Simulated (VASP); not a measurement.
# Bi (I4/mcm) in VASP: a series of runs

Runs on Bi. Level: r2SCAN. Tasks: single point.

Everything below comes from runs of VASP 6.6.1. Logs are shortened: lines on timing, memory, paths and dates and some standing lists are left out, and cuts for length are marked.

### 1 The cell of the first run

Symmetry: I4/mcm, No. 140, tetragonal system. Conventional cell: a = 8.958 Å, b = 8.958 Å, c = 4.159 Å, α = 90.00°, β = 90.00°, γ = 90.00°. Bi (site symmetry m2m) has 9 Bi at 3.34 to 4.16 Å within 4.4 Å.

### 2 Single point, r2SCAN

POSCAR reads:

```
Bi
1.0
   -4.4792173886      4.4792173886      2.0793120808
    4.4792173886     -4.4792173886      2.0793120808
    4.4792173886      4.4792173886     -2.0793120808
Bi
4
Direct
    0.1456555000      0.3543445000      0.5000000000
    0.8543445000      0.6456555000      0.5000000000
    0.6456555000      0.1456555000      0.7913110000
    0.3543445000      0.8543445000      0.2086890000
```

INCAR.step1 reads:

```
SYSTEM = Bi
PREC = Accurate
ENCUT = 520
ISMEAR = -1
SIGMA = 0.05
LREAL = .FALSE.
LASPH = .TRUE.
NELM = 80
NBANDS = 38
GGA = PE
ALGO = Normal
EDIFF = 1E-4
LWAVE = .TRUE.
LCHARG = .FALSE.
```

INCAR.step2 reads:

```
SYSTEM = Bi
PREC = Accurate
ENCUT = 520
EDIFF = 1E-7
ISMEAR = -1
SIGMA = 0.05
LREAL = .FALSE.
LASPH = .TRUE.
NELM = 80
ALGO = Normal
ISIF = 2
LWAVE = .FALSE.
LCHARG = .TRUE.
METAGGA = R2SCAN
LMIXTAU = .TRUE.
LELF = .TRUE.
LVHAR = .TRUE.
NBANDS = 38
ISTART = 1
```

KPOINTS reads:

```
Automatic mesh
0
G
  7 7 7
  0 0 0
```

Potentials or basis: VASP PAW PBE potentials, release 64 (Bi_d).

The run is started by

```
> cat potpaw_PBE.64/Bi_d/POTCAR > POTCAR
> cp INCAR.step1 INCAR
> mpirun -np 1 vasp_std > vasp.out
> cp INCAR.step2 INCAR
> mpirun -np 1 vasp_std > vasp.out
```

OUTCAR:

```text
SYSTEM = Bi
   PREC = Accurate
   ENCUT = 520
   EDIFF = 1E-7
   ISMEAR = -1
   LREAL = .FALSE.
   LASPH = .TRUE.
   NELM = 80
   ISIF = 2
   METAGGA = R2SCAN
   ISTART = 1

 ion  position               nearest neighbor table
   1  0.146  0.354  0.500-   3 3.34   4 3.34   3 3.34   4 3.34   2 3.36   2 3.36   2 3.69
   2  0.854  0.646  0.500-   3 3.34   4 3.34   3 3.34   4 3.34   1 3.36   1 3.36   1 3.69
   3  0.646  0.146  0.791-   1 3.34   2 3.34   1 3.34   2 3.34   4 3.36   4 3.36   4 3.69
   4  0.354  0.854  0.209-   1 3.34   2 3.34   1 3.34   2 3.34   3 3.36   3 3.36   3 3.69

  LATTYP: Found a body centered tetragonal cell.
 ALAT       =     8.9584347772
 C/A-ratio  =     0.4642132543

  Lattice vectors:

 A1 = (  -4.4792173886,   4.4792173886,   2.0793120808)
 A2 = (   4.4792173886,  -4.4792173886,   2.0793120808)
 A3 = (   4.4792173886,   4.4792173886,  -2.0793120808)

Analysis of symmetry for initial positions (statically):
=====================================================================
 Subroutine PRICEL returns:
 Original cell was already a primitive cell.

 Routine SETGRP: Setting up the symmetry group for a
 body centered tetragonal supercell.

 Subroutine GETGRP returns: Found 16 space group operations
 (whereof  8 operations were pure point group operations)
 out of a pool of 16 trial point group operations.

The static configuration has the point symmetry C_4h.
 The point group associated with its full space group is D_4h.

Analysis of symmetry for dynamics (positions and initial velocities):
=====================================================================
 Subroutine PRICEL returns:
 Original cell was already a primitive cell.

 Routine SETGRP: Setting up the symmetry group for a
 body centered tetragonal supercell.

 Subroutine GETGRP returns: Found 16 space group operations
 (whereof  8 operations were pure point group operations)
 out of a pool of 16 trial point group operations.

The dynamic configuration has the point symmetry C_4h.
 The point group associated with its full space group is D_4h.

 Subroutine INISYM returns: Found 16 space group operations
 (whereof  8 operations are pure point group operations),
 and found     1 'primitive' translations

[... 91 lines left out ...]
   ICHARG =      0    charge: 1-file 2-atom 10-const
   ISPIN  =      1    spin polarized calculation?
   LNONCOLLINEAR =      F non collinear calculations
   LSORBIT =      F    spin-orbit coupling
   LASPH  =      T    aspherical Exc in radial PAW
   ENCUT  =  520.0 eV  38.22 Ry    6.18 a.u.  12.40 12.40 12.40*2*pi/ulx,y,z
   NELM   =     80;   NELMIN=  2; NELMDL=  0     # of ELM steps
   EDIFF  = 0.1E-06   stopping-criterion for ELM
   LREAL  =      F    real-space projection
   EDIFFG = 0.1E-05   stopping-criterion for IOM
   NSW    =      0    number of steps for IOM
   IBRION =     -1    ionic relax: 0-MD 1-quasi-New 2-CG
   NFREE  =      0    steps in history (QN), initial steepest desc. (CG)
   ISIF   =      2    stress and relaxation
   ISYM   =      2    0-nonsym 1-usesym 2-fastsym
   POTIM  = 0.5000    time-step for ionic-motion
   TEBEG  =    0.0;   TEEND  =   0.0 temperature during run
   PSTRESS=    0.0 pullay stress
   NELECT =      60.0000    total number of electrons
   NUPDOWN=      -1.0000    fix difference up-down
   EMIN   =  10.00;   EMAX   =-10.00  energy-range for DOS
   EFERMI =   0.00;   METHOD = LEGACY
   ISMEAR =    -1;   SIGMA  =   0.05  broadening in eV -4-tet -1-fermi 0-gaus
   EFERMI_NEDOS =   21; number of points for ismear=-14 and -15
   IALGO  =     38    algorithm
   IMIX   =      4    mixing-type and parameters
     AMIX     =   0.40;   BMIX     =  1.00
     AMIX_MAG =   1.60;   BMIX_MAG =  1.00
  volume/ion in A,a.u.               =      41.72       281.53
  Fermi-wavevector in a.u.,A,eV,Ry     =   1.164119  2.199865 18.438239  1.355172
  Thomas-Fermi vector in A             =   2.300660
   LORBIT       =      0    0 simple, 1 ext, 2 COOP (PROOUT), +10 PAW based schemes
   METAGGA = R2SCAN    functional components
   LHFCALC =     F    Hartree Fock is set to
   AEXX    =    0.0000 exact exchange contribution
   IVDW    =     0    specifies the selected vdW correction
   LEPSILON=     F    determine dielectric tensor
   LRPA    =     F    only Hartree local field effects (RPA)
 non-spin polarized calculation
  energy-cutoff  :      520.00
  volume of cell :      166.87
 maximum number of plane-waves:      4539
 NGX is ok and might be reduce to    50
   NGX = 25   NGY = 25   NGZ = 25

 number of electron      60.0000025 magnetization

 Free energy of the ion-electron system (eV)
  ---------------------------------------------------
  ext. energy  EPLUGINS =         0.00000000
  ---------------------------------------------------
  free energy    TOTEN  =      -232.87177465 eV

  energy without entropy =     -232.84335045  energy(sigma->0) =     -232.85756255

 E-fermi :   4.6671     XC(G=0):  -9.1855

 val. band max:        4.6648215508   @ k =   0.2857   0.1429   0.1429
 cond. band min:       4.6720278335   @ k =  -0.2857  -0.2857   0.1429
 fundamental gap:      0.0072062827
 Fermi energy:         4.6671132140

 k-point     1 :       0.0000    0.0000    0.0000
  band No.  band energies     occupation
      1     -18.9572      2.00000
      2     -18.9572      2.00000
      3     -18.9310      2.00000
      4     -18.9086      2.00000
      5     -18.9086      2.00000
      6     -18.9031      2.00000
[... 973 lines left out ...]
     37       9.3684      0.00000
     38       9.9794      0.00000

 [... further k-points ...]

------------------------ aborting loop because EDIFF is reached ----------------------------------------

  FORCE on cell =-STRESS in cart. coord.  units (eV):
  Direction    XX          YY          ZZ          XY          YZ          ZX
  --------------------------------------------------------------------------------------
  -------------------------------------------------------------------------------------
  Total       -1.4203395     -1.4203395     -1.5956531      0.0000000     -0.0000000      0.0000000
  in kB      -13.6369984    -13.6369984    -15.3202242      0.0000000     -0.0000000      0.0000000
  external PRESSURE =     -14.1980737 kB  Pullay stress =       0.0000000 kB

 VOLUME and BASIS-vectors are now :
 -----------------------------------------------------------------------------
  energy-cutoff  :      520.00
  volume of cell :      166.87
      direct lattice vectors                 reciprocal lattice vectors
    -4.479217389  4.479217389  2.079312081     0.000000000  0.111626643  0.240464144
     4.479217389 -4.479217389  2.079312081     0.111626643  0.000000000  0.240464144
     4.479217389  4.479217389 -2.079312081     0.111626643  0.111626643  0.000000000

 POSITION                                       TOTAL-FORCE (eV/Angst)
 -----------------------------------------------------------------------------------
      3.17437      1.30485      0.00000         0.073666     -0.073666      0.000000
      1.30485      3.17437      2.07931        -0.073666      0.073666      0.000000
      1.30485      5.78406     -0.00000        -0.073666     -0.073666     -0.000000
      3.17437     -1.30485      2.07931         0.073666      0.073666      0.000000
 -----------------------------------------------------------------------------------
    total drift:                               -0.000000      0.000000     -0.000000

  FREE ENERGIE OF THE ION-ELECTRON SYSTEM (eV)
  ---------------------------------------------------
  free  energy   TOTEN  =      -232.8717746526 eV

  energy  without entropy=     -232.8433504451  energy(sigma->0) =     -232.85756255
```

Wall time 31 min (1 thread of Oxide Virtual Turin-like, shared host); peak memory 0.43 GiB.

Results:

```
Free energy            : -232.8718 eV
Pressure               : -1.4 GPa
Largest force          : 0.104 eV/Å
Band gap on the k mesh : zero (bands 30 and 31 overlap by 1.58 eV)
```

Forces on the atoms (eV/Å):
```
Bi   0.074 -0.074  0.000
Bi  -0.074  0.074  0.000
Bi  -0.074 -0.074  0.000
Bi   0.074  0.074  0.000
```

Caveat: the PAW data sets were made with another functional, which shifts forces and pressure a little; spin-orbit coupling is left out, which moves the levels of the heavy elements.

### 3 Single point, r2SCAN

This run uses another cell than the first one, of 42.54 Å³/atom.

POSCAR reads:

```
Bi
1.0
   -4.5083040308      4.5083040308      2.0928144856
    4.5083040308     -4.5083040308      2.0928144856
    4.5083040308      4.5083040308     -2.0928144856
Bi
4
Direct
    0.1456555000      0.3543445000      0.5000000000
    0.8543445000      0.6456555000      0.5000000000
    0.6456555000      0.1456555000      0.7913110000
    0.3543445000      0.8543445000      0.2086890000
```

INCAR.step1 reads:

```
SYSTEM = Bi
  PREC = Accurate
  ENCUT = 520
  ISMEAR = -1
  SIGMA = 0.05
  LREAL = .False.
  LASPH = .True.
  NELM = 80
  NBANDS = 38
  GGA = PE
  ALGO = Normal
  EDIFF = 1E-4
  LWAVE = .True.
  LCHARG = .False.
```

INCAR.step2 reads:

```
SYSTEM = Bi
  PREC = Accurate
  ENCUT = 520
  EDIFF = 1E-6
  ISMEAR = -1
  SIGMA = 0.05
  LREAL = .False.
  LASPH = .True.
  NELM = 80
  ALGO = Normal
  ISIF = 2
  LWAVE = .False.
  LCHARG = .True.
  METAGGA = R2SCAN
  LMIXTAU = .True.
  LELF = .True.
  LVHAR = .True.
  NBANDS = 38
  ISTART = 1
```

KPOINTS reads:

```
Automatic mesh
0
Gamma
  7 7 7
  0 0 0
```

Potentials or basis: VASP PAW PBE potentials, release 64 (Bi_d).

The run is started by

```
> cat potpaw_PBE.64/Bi_d/POTCAR > POTCAR
> cp INCAR.step1 INCAR
> mpirun -np 1 vasp_std > vasp.out
> cp INCAR.step2 INCAR
> mpirun -np 1 vasp_std > vasp.out
```

OUTCAR:

```text
SYSTEM = Bi
   PREC = Accurate
   ENCUT = 520
   EDIFF = 1E-6
   ISMEAR = -1
   LREAL = .False.
   LASPH = .True.
   NELM = 80
   ISIF = 2
   METAGGA = R2SCAN
   ISTART = 1

 ion  position               nearest neighbor table
   1  0.146  0.354  0.500-   3 3.36   4 3.36   3 3.36   4 3.36   2 3.39   2 3.39   2 3.71
   2  0.854  0.646  0.500-   3 3.36   4 3.36   3 3.36   4 3.36   1 3.39   1 3.39   1 3.71
   3  0.646  0.146  0.791-   1 3.36   2 3.36   1 3.36   2 3.36   4 3.39   4 3.39   4 3.71
   4  0.354  0.854  0.209-   1 3.36   2 3.36   1 3.36   2 3.36   3 3.39   3 3.39   3 3.71

  LATTYP: Found a body centered tetragonal cell.
 ALAT       =     9.0166080616
 C/A-ratio  =     0.4642132543

  Lattice vectors:

 A1 = (  -4.5083040308,   4.5083040308,   2.0928144856)
 A2 = (   4.5083040308,  -4.5083040308,   2.0928144856)
 A3 = (   4.5083040308,   4.5083040308,  -2.0928144856)

Analysis of symmetry for initial positions (statically):
=====================================================================
 Subroutine PRICEL returns:
 Original cell was already a primitive cell.
[... 175 lines left out ...]

 E-fermi :   4.4758     XC(G=0):  -9.0956

 val. band max:        4.4741244746   @ k =  -0.2857   0.2857   0.1429
 cond. band min:       4.4849590845   @ k =  -0.2857  -0.2857   0.1429
 fundamental gap:      0.0108346099
 Fermi energy:         4.4758343335

 k-point     1 :       0.0000    0.0000    0.0000
  band No.  band energies     occupation
      1     -19.1258      2.00000
      2     -19.1258      2.00000
      3     -19.1011      2.00000
      4     -19.0792      2.00000
      5     -19.0792      2.00000
      6     -19.0735      2.00000
[... 973 lines left out ...]
     37       9.1641      0.00000
     38       9.7732      0.00000

 [... further k-points ...]

------------------------ aborting loop because EDIFF is reached ----------------------------------------

  FORCE on cell =-STRESS in cart. coord.  units (eV):
  Direction    XX          YY          ZZ          XY          YZ          ZX
  --------------------------------------------------------------------------------------
  -------------------------------------------------------------------------------------
  Total       -2.0504544     -2.0504544     -2.4802437      0.0000000     -0.0000000      0.0000000
  in kB      -19.3082800    -19.3082800    -23.3554274      0.0000000     -0.0000000      0.0000000
  external PRESSURE =     -20.6573291 kB  Pullay stress =       0.0000000 kB

 VOLUME and BASIS-vectors are now :
 -----------------------------------------------------------------------------
  energy-cutoff  :      520.00
  volume of cell :      170.14
      direct lattice vectors                 reciprocal lattice vectors
    -4.508304031  4.508304031  2.092814486     0.000000000  0.110906451  0.238912719
     4.508304031 -4.508304031  2.092814486     0.110906451  0.000000000  0.238912719
     4.508304031  4.508304031 -2.092814486     0.110906451  0.110906451  0.000000000

 POSITION                                       TOTAL-FORCE (eV/Angst)
 -----------------------------------------------------------------------------------
      3.19499      1.31332      0.00000         0.112837     -0.112837      0.000000
      1.31332      3.19499      2.09281        -0.112837      0.112837      0.000000
      1.31332      5.82162     -0.00000        -0.112837     -0.112837     -0.000000
      3.19499     -1.31332      2.09281         0.112837      0.112837      0.000000
 -----------------------------------------------------------------------------------
    total drift:                               -0.000000      0.000000     -0.000000

  FREE ENERGIE OF THE ION-ELECTRON SYSTEM (eV)
  ---------------------------------------------------
  free  energy   TOTEN  =      -232.8374689910 eV

  energy  without entropy=     -232.8095136018  energy(sigma->0) =     -232.82349130
```

OUTCAR.step1:

```text
SYSTEM = Bi
   PREC = Accurate
   ENCUT = 520
   ISMEAR = -1
   LREAL = .False.
   LASPH = .True.
   NELM = 80
[... 1214 lines left out ...]
      1.31332      3.19499      2.09281        -0.099483      0.099483     -0.000000
      1.31332      5.82162     -0.00000        -0.099483     -0.099483     -0.000000
      3.19499     -1.31332      2.09281         0.099483      0.099483      0.000000
 -----------------------------------------------------------------------------------
    total drift:                               -0.000000      0.000000     -0.000000

  FREE ENERGIE OF THE ION-ELECTRON SYSTEM (eV)
  ---------------------------------------------------
  free  energy   TOTEN  =       -14.7232844974 eV

  energy  without entropy=      -14.6970165210  energy(sigma->0) =      -14.71015051
```

OSZICAR.step1:

```text
N       E                     dE             d eps       ncg     rms          rms(c)
DAV:   1     0.699339402102E+03    0.69934E+03   -0.31367E+04  3056   0.178E+03
DAV:   2     0.619627204155E+02   -0.63738E+03   -0.62572E+03  3054   0.506E+02
DAV:   3    -0.111238201172E+02   -0.73087E+02   -0.71642E+02  3564   0.192E+02
DAV:   4    -0.145620243314E+02   -0.34382E+01   -0.34207E+01  3388   0.446E+01
DAV:   5    -0.147453640967E+02   -0.18334E+00   -0.18332E+00  4048   0.917E+00    0.108E+00
DAV:   6    -0.147242100499E+02    0.21154E-01   -0.82493E-02  3912   0.192E+00    0.657E-01
DAV:   7    -0.147214738033E+02    0.27362E-02   -0.52461E-02  3346   0.156E+00    0.212E-01
DAV:   8    -0.147228952494E+02   -0.14214E-02   -0.93312E-03  3256   0.694E-01    0.421E-02
DAV:   9    -0.147230009270E+02   -0.10568E-03   -0.11017E-03  2808   0.200E-01    0.317E-02
DAV:  10    -0.147232451449E+02   -0.24422E-03   -0.38975E-04  2452   0.142E-01    0.784E-03
DAV:  11    -0.147232844974E+02   -0.39353E-04   -0.66532E-05  2298   0.541E-02
   1 F= -.14723284E+02 E0= -.14710151E+02  d E =-.262680E-01
```

Run time: 35 min. Hardware: 1 thread of Oxide Virtual Turin-like, shared host; peak memory 0.43 GiB.

Results:

```yaml
Free_energy: -232.8375 eV
Pressure: -2.1 GPa
Largest_force: 0.160 eV/Å
Band_gap_on_the_k_mesh: zero (bands 30 and 31 overlap by 1.54 eV)
```

Forces on the atoms (eV/Å):
```
Bi   0.113 -0.113  0.000
Bi  -0.113  0.113  0.000
Bi  -0.113 -0.113  0.000
Bi   0.113  0.113  0.000
```

Levels at points of the mesh, in eV from the Fermi level:
```tsv
k point	band 27	band 28	band 29	band 30	band 31	band 32	band 33	band 34
(0.00, 0.00, 0.00)	-1.25	-1.25	-0.63	-0.34	-0.08	-0.08	3.12	3.12
```

Caveat: the PAW data sets were made with another functional, which shifts forces and pressure a little; spin-orbit coupling is left out, which moves the levels of the heavy elements.
